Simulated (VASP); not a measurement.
Input of a VASP 6.6.1 run:

The input INCAR:

```
SYSTEM = Ga
PREC = Accurate
ENCUT = 600
EDIFF = 1E-6
ISMEAR = -1
SIGMA = 0.08
LREAL = .False.
LASPH = .True.
NELM = 80
ALGO = Normal
ISIF = 3
LWAVE = .False.
LCHARG = .False.
IBRION = 2
NSW = 60
EDIFFG = -0.005
PSTRESS = 570.0
```

File KPOINTS:

```
Automatic mesh
0
Gamma
  13 13 13
  0 0 0
```

File POSCAR:

```
Ga
1.0
    0.0000000000      2.3750732994      2.3750732994
    2.3750732994      0.0000000000      2.3750732994
    2.3750732994      2.3750732994      0.0000000000
Ga
2
Direct
   -0.1250000000     -0.1250000000     -0.1250000000
    0.1250000000      0.1250000000      0.1250000000
```

Potentials or basis: VASP PAW LDA potentials, release 64 (Ga_d).

The run is started by

```sh
$ cat potpaw_LDA.64/Ga_d/POTCAR > POTCAR
$ mpirun -np 1 vasp_std > vasp.out
```

(1) What does it give for the space group after relaxing (to 0.1 Å)?

(2) Predict the relaxed cell.

(3) Predict the relaxed volume.

(4) What does it give for the band gap on the k mesh?

Answers

(1) Fd-3m (No. 227).

(2) a = 3.480 Å, b = 3.480 Å, c = 3.480 Å, α = 60.00°, β = 60.00°, γ = 60.00°.

(3) 14.90 Å³/atom.

(4) zero (bands 13 and 14 overlap by 7.11 eV).

Caveat: the cell is relaxed towards a set pressure, so the run minimises the enthalpy, not the energy.
